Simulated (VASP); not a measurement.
# Ga2Te3O (R-3m) in VASP: relaxation of cell and atoms with PBE

Aim: the relaxation of cell and atoms of Ga2Te3O with PBE.

Program: VASP 6.6.1. These are calculated values, not measurements. Logs are shortened: lines on timing, memory, paths and dates and some standing lists are left out, and cuts for length are marked.

**1. The cell of the first run**

The structure is trigonal, space group R-3m (No. 166). Conventional cell: a = 7.485 Å, b = 7.485 Å, c = 8.956 Å, α = 90.00°, β = 90.00°, γ = 120.00°. Within 3.3 Å of Ga (site symmetry 3m) lie 1 Ga at 2.51 Å and 3 Te at 2.77 Å and 1 O at 3.23 Å. Te (site symmetry 2/m) has 2 O at 2.63 Å and 2 Ga at 2.77 Å within 3.5 Å. O (site symmetry -3m) has 6 Te at 2.63 Å and 2 Ga at 3.23 Å within 3.5 Å.

The cell was generated, and may not be a known phase.

**2. Relaxation of cell and atoms, PBE**

Input file INCAR:

```
ALGO = Normal
EDIFF = 1E-7
EDIFFG = -0.01
ENCUT = 600
GGA = PE
IBRION = 2
ISIF = 3
ISMEAR = 0
LASPH = True
LCHARG = False
LREAL = False
LWAVE = False
NELM = 60
NSW = 100
PREC = Accurate
SIGMA = 0.1
```

Input file KPOINTS:

```
k-points
0
Gamma
  6 6 6
```

Input file POSCAR:

```
Ga2Te3O
1.0
    3.7423410330      2.1606416028      2.9854555510
   -3.7423410330      2.1606416028      2.9854555510
    0.0000000000     -4.3212832056      2.9854555510
Ga Te O
2 3 1
Direct
    0.6398879959      0.6398879959      0.6398879959
    0.3601120041      0.3601120041      0.3601120041
    0.0000000000      0.5000000000      0.0000000000
    0.5000000000      0.0000000000      0.0000000000
    0.0000000000      0.0000000000      0.5000000000
    0.0000000000      0.0000000000      0.0000000000
```

Potentials or basis: VASP PAW PBE potentials, release 64 (Ga_d, Te, O).

The run is started by

```console
cat potpaw_PBE.64/Ga_d/POTCAR potpaw_PBE.64/Te/POTCAR potpaw_PBE.64/O/POTCAR > POTCAR
mpirun -np 1 vasp_std > vasp.out
```

OUTCAR:

```text
EDIFF = 1E-7
   EDIFFG = -0.01
   ENCUT = 600
   GGA = PE
   IBRION = 2
   ISIF = 3
   ISMEAR = 0
   LASPH = True
   LREAL = False
   NELM = 60
   NSW = 100
   PREC = Accurate

 ion  position               nearest neighbor table
   1  0.640  0.640  0.640-   2 2.51   5 2.77   4 2.77   3 2.77
   2  0.360  0.360  0.360-   1 2.51   5 2.77   4 2.77   3 2.77
   3  0.000  0.500  0.000-   6 2.63   6 2.63   1 2.77   2 2.77
   4  0.500  0.000  0.000-   6 2.63   6 2.63   1 2.77   2 2.77
   5  0.000  0.000  0.500-   6 2.63   6 2.63   1 2.77   2 2.77
   6  0.000  0.000  0.000-   5 2.63   5 2.63   3 2.63   4 2.63   3 2.63   4 2.63

  LATTYP: Found a trigonal (rhomboedric) cell.
 ALAT       =     5.2522788759
 COS(alpha) =    -0.0153626030

  Lattice vectors:

 A1 = (   3.7423410330,   2.1606416028,   2.9854555510)
 A2 = (  -3.7423410330,   2.1606416028,   2.9854555510)
 A3 = (   0.0000000000,  -4.3212832056,   2.9854555510)

Analysis of symmetry for initial positions (statically):
=====================================================================
 Subroutine PRICEL returns:
 Original cell was already a primitive cell.

 Routine SETGRP: Setting up the symmetry group for a
 trigonal (rhombohedral) supercell.

 Subroutine GETGRP returns: Found 12 space group operations
 (whereof 12 operations were pure point group operations)
 out of a pool of 12 trial point group operations.

The static configuration has the point symmetry D_3d.

Analysis of symmetry for dynamics (positions and initial velocities):
=====================================================================
 Subroutine PRICEL returns:
 Original cell was already a primitive cell.

 Routine SETGRP: Setting up the symmetry group for a
 trigonal (rhombohedral) supercell.

 Subroutine GETGRP returns: Found 12 space group operations
 (whereof 12 operations were pure point group operations)
 out of a pool of 12 trial point group operations.

The dynamic configuration has the point symmetry D_3d.

 Subroutine INISYM returns: Found 12 space group operations
 (whereof 12 operations are pure point group operations),
 and found     1 'primitive' translations

----------------------------------------------------------------------------------------

                                     Primitive cell

  volume of cell :     144.8398

  direct lattice vectors                    reciprocal lattice vectors
     3.742341033  2.160641603  2.985455551     0.133606209  0.077137581  0.111652419
    -3.742341033  2.160641603  2.985455551    -0.133606209  0.077137581  0.111652419
     0.000000000 -4.321283206  2.985455551     0.000000000 -0.154275162  0.111652419

  length of vectors
     5.252278876  5.252278876  5.252278876     0.190439198  0.190439198  0.190439198

  position of ions in fractional coordinates (direct lattice)
     0.639887996  0.639887996  0.639887996
     0.360112004  0.360112004  0.360112004
     0.000000000  0.500000000  0.000000000
     0.500000000  0.000000000  0.000000000
     0.000000000  0.000000000  0.500000000
     0.000000000  0.000000000  0.000000000

  ion indices of the primitive-cell ions
   primitive index   ion index
                 1           1
                 2           2
                 3           3
                 4           4
                 5           5
                 6           6

----------------------------------------------------------------------------------------

 KPOINTS: k-points

[... 76 lines left out ...]
   TEBEG  =    0.0;   TEEND  =   0.0 temperature during run
   PSTRESS=    0.0 pullay stress
   NELECT =      50.0000    total number of electrons
   NUPDOWN=      -1.0000    fix difference up-down
   EMIN   =  10.00;   EMAX   =-10.00  energy-range for DOS
   EFERMI =   0.00;   METHOD = LEGACY
   ISMEAR =     0;   SIGMA  =   0.10  broadening in eV -4-tet -1-fermi 0-gaus
   EFERMI_NEDOS =   21; number of points for ismear=-14 and -15
   IALGO  =     38    algorithm
   IMIX   =      4    mixing-type and parameters
     AMIX     =   0.40;   BMIX     =  1.00
     AMIX_MAG =   1.60;   BMIX_MAG =  1.00
  volume/ion in A,a.u.               =      24.14       162.90
  Fermi-wavevector in a.u.,A,eV,Ry     =   1.148424  2.170206 17.944414  1.318877
  Thomas-Fermi vector in A             =   2.285099
   LORBIT       =      0    0 simple, 1 ext, 2 COOP (PROOUT), +10 PAW based schemes
   GGA     = PE    functional components
   LHFCALC =     F    Hartree Fock is set to
   AEXX    =    0.0000 exact exchange contribution
   IVDW    =     0    specifies the selected vdW correction
   LEPSILON=     F    determine dielectric tensor
   LRPA    =     F    only Hartree local field effects (RPA)
 conjugate gradient relaxation of ions
 non-spin polarized calculation
 Gauss-broadening in eV      SIGMA  =   0.10
  energy-cutoff  :      600.00
  volume of cell :      144.84
 maximum number of plane-waves:      4871
 NGX is ok and might be reduce to    42
   NGX = 21   NGY = 21   NGZ = 21

--------------------------------------- Ionic step        1  -------------------------------------------

 number of electron      50.0000005 magnetization

 Free energy of the ion-electron system (eV)
  ---------------------------------------------------
  ext. energy  EPLUGINS =         0.00000000
  ---------------------------------------------------
  free energy    TOTEN  =       -19.76717475 eV

  energy without entropy =      -19.75065735  energy(sigma->0) =      -19.75891605

------------------------ aborting loop because EDIFF is reached ----------------------------------------

  FORCE on cell =-STRESS in cart. coord.  units (eV):
  Direction    XX          YY          ZZ          XY          YZ          ZX
  --------------------------------------------------------------------------------------
  -------------------------------------------------------------------------------------
  Total       -0.0634013     -0.0634013     -0.0465898      0.0000000     -0.0000000     -0.0000000
  in kB       -0.7013272     -0.7013272     -0.5153628      0.0000000     -0.0000000     -0.0000000
  external PRESSURE =      -0.6393391 kB  Pullay stress =       0.0000000 kB

 VOLUME and BASIS-vectors are now :
 -----------------------------------------------------------------------------
  energy-cutoff  :      600.00
  volume of cell :      144.84
      direct lattice vectors                 reciprocal lattice vectors
     3.742341033  2.160641603  2.985455551     0.133606209  0.077137581  0.111652419
    -3.742341033  2.160641603  2.985455551    -0.133606209  0.077137581  0.111652419
     0.000000000 -4.321283206  2.985455551     0.000000000 -0.154275162  0.111652419

 POSITION                                       TOTAL-FORCE (eV/Angst)
 -----------------------------------------------------------------------------------
      0.00000      0.00000      5.73107         0.000000     -0.000000      0.004832
      0.00000      0.00000      3.22530         0.000000      0.000000     -0.004832
     -1.87117      1.08032      1.49273        -0.000000      0.000000     -0.000000
      1.87117      1.08032      1.49273        -0.000000      0.000000      0.000000
      0.00000     -2.16064      1.49273         0.000000     -0.000000      0.000000
      0.00000      0.00000      0.00000         0.000000      0.000000      0.000000
 -----------------------------------------------------------------------------------
    total drift:                                0.000000     -0.000000      0.000000

  FREE ENERGIE OF THE ION-ELECTRON SYSTEM (eV)
  ---------------------------------------------------
  free  energy   TOTEN  =       -19.7671747485 eV

  energy  without entropy=      -19.7506573540  energy(sigma->0) =      -19.75891605

--------------------------------------- Ionic step        2  -------------------------------------------

 number of electron      50.0000005 magnetization

 Free energy of the ion-electron system (eV)
  ---------------------------------------------------
  ext. energy  EPLUGINS =         0.00000000
  ---------------------------------------------------
  free energy    TOTEN  =       -19.76721188 eV

  energy without entropy =      -19.75070488  energy(sigma->0) =      -19.75895838

 E-fermi :   5.8115     XC(G=0):  -9.8378

 val. band max:        5.8057247628   @ k =   0.5000   0.5000  -0.0000
 cond. band min:       5.8183719241   @ k =   0.3333  -0.0000   0.0000
 fundamental gap:      0.0126471613
 Fermi energy:         5.8114603234

 k-point     1 :       0.0000    0.0000    0.0000
  band No.  band energies     occupation
      1     -12.2988      2.00000
      2      -9.4551      2.00000
      3      -9.3623      2.00000
      4      -9.3623      2.00000
      5      -9.3039      2.00000
      6      -9.3039      2.00000
[... 781 lines left out ...]
     29       8.0187      0.00000
     30       8.7774      0.00000

 [... further k-points ...]

------------------------ aborting loop because EDIFF is reached ----------------------------------------

  FORCE on cell =-STRESS in cart. coord.  units (eV):
  Direction    XX          YY          ZZ          XY          YZ          ZX
  --------------------------------------------------------------------------------------
  -------------------------------------------------------------------------------------
  Total       -0.0062589     -0.0062589      0.0137633     -0.0000000     -0.0000000      0.0000000
  in kB       -0.0693309     -0.0693309      0.1524582     -0.0000000     -0.0000000      0.0000000
  external PRESSURE =       0.0045988 kB  Pullay stress =       0.0000000 kB

 VOLUME and BASIS-vectors are now :
 -----------------------------------------------------------------------------
  energy-cutoff  :      600.00
  volume of cell :      144.64
      direct lattice vectors                 reciprocal lattice vectors
     3.740433284  2.159540163  2.984337193     0.133674353  0.077176924  0.111694260
    -3.740433284  2.159540163  2.984337193    -0.133674353  0.077176924  0.111694260
    -0.000000000 -4.319080326  2.984337193     0.000000000 -0.154353848  0.111694260

 POSITION                                       TOTAL-FORCE (eV/Angst)
 -----------------------------------------------------------------------------------
     -0.00000      0.00000      5.72916         0.000000      0.000000     -0.004498
     -0.00000      0.00000      3.22385        -0.000000     -0.000000      0.004498
      1.87022     -1.07977      7.46084        -0.000000      0.000000     -0.000000
      1.87022     -3.23931      4.47651        -0.000000      0.000000     -0.000000
     -3.74043      0.00000      4.47651         0.000000      0.000000      0.000000
     -0.00000     -4.31908      2.98434        -0.000000      0.000000     -0.000000
 -----------------------------------------------------------------------------------
    total drift:                               -0.000000     -0.000000      0.000000

  FREE ENERGIE OF THE ION-ELECTRON SYSTEM (eV)
  ---------------------------------------------------
  free  energy   TOTEN  =       -19.7672118794 eV

  energy  without entropy=      -19.7507048754  energy(sigma->0) =      -19.75895838

 reached required accuracy - stopping structural energy minimisation
```

It took 7.4 min on 1 thread of Intel Xeon 8259CL, shared host; peak memory 0.35 GiB.

Results:

* Free energy: -19.7672 eV
* Relaxed volume: 24.11 Å³/atom
* Relaxed cell: a = 5.250 Å, b = 5.250 Å, c = 5.250 Å, α = 90.88°, β = 90.88°, γ = 90.88°
* Space group after relaxing (to 0.1 Å): R-3m (No. 166)
* Energy gained by relaxing: 0.0 meV/atom
* Ionic steps: 2
* Pressure after relaxing: 0.0 GPa
* Largest force after relaxing: 0.004 eV/Å
* Band gap on the k mesh: zero (bands 25 and 26 overlap by 1.71 eV)

Forces in eV/Å, atoms in the order of the input:
```
Ga   0.000  0.000 -0.004
Ga   0.000  0.000  0.004
Te   0.000  0.000  0.000
Te   0.000  0.000  0.000
Te   0.000  0.000  0.000
O    0.000  0.000  0.000
```

Final structure:
```cif
data_structure
_symmetry_space_group_name_H-M 'P 1'
_symmetry_Int_Tables_number 1
_cell_length_a 5.2498
_cell_length_b 5.2498
_cell_length_c 5.2498
_cell_angle_alpha 90.875
_cell_angle_beta 90.875
_cell_angle_gamma 90.875
_cell_volume 144.64
loop_
_atom_site_label
_atom_site_type_symbol
_atom_site_fract_x
_atom_site_fract_y
_atom_site_fract_z
_atom_site_occupancy
Ga1 Ga 0.63991 0.63991 0.63991 1
Ga2 Ga 0.36009 0.36009 0.36009 1
Te1 Te 0.00000 0.50000 0.00000 1
Te2 Te 0.50000 0.00000 0.00000 1
Te3 Te 0.00000 0.00000 0.50000 1
O1 O 0.00000 0.00000 0.00000 1
```

Caveat: spin-orbit coupling is left out, which moves the levels of the heavy elements.
